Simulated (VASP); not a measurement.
Crystal: InP.

```
In P
1.0
     0.00000    2.75025    2.75025
     2.75025    0.00000    2.75025
     2.75025    2.75025    0.00000
In P
1 1
Direct
  0.00000 0.00000 0.00000
  0.50000 0.50000 0.50000
```

This cell differs from its parent crystal: volume scaled by 0.98.

Base run:

```yaml
Program: VASP 6.6.1
Functional: LDA
Potentials_or_basis: VASP PAW LDA potentials, release 64 (In_d, P)
Cutoff: 520 eV
k_mesh: 8 × 8 × 8
Occupations: fermi-dirac, width 0.05 eV
Spin: no spin polarisation
```

Its results: band gap on the k mesh zero (band 9 reaches 7.43 eV, above the bottom of band 10 at 4.70 eV); pressure -3.7 GPa.

Problem. After a change of settings the same cell gave: band gap on the k mesh zero (band 9 reaches 7.50 eV, above the bottom of band 10 at 4.77 eV); pressure -1.9 GPa. Which change was it?
A. further incar settings from ALGO = Normal; EDIFF = 1e-06; NBANDS = 16 to ALGO = Normal; EDIFF = 1e-07; NBANDS = 16
B. functional from LDA to PBE; potentials or basis from VASP PAW LDA potentials, release 64 (In_d, P) to VASP PAW PBE potentials, release 64 (In_d, P); cutoff from 520 eV to 500 eV
C. functional from LDA to PBEsol; potentials or basis from VASP PAW LDA potentials, release 64 (In_d, P) to VASP PAW PBE potentials, release 64 (In_d, P)

Solution. C.

Caveats: spin-orbit coupling is left out, which moves the levels of the heavy elements; the PAW data sets were made with another functional, which shifts forces and pressure a little (some runs).
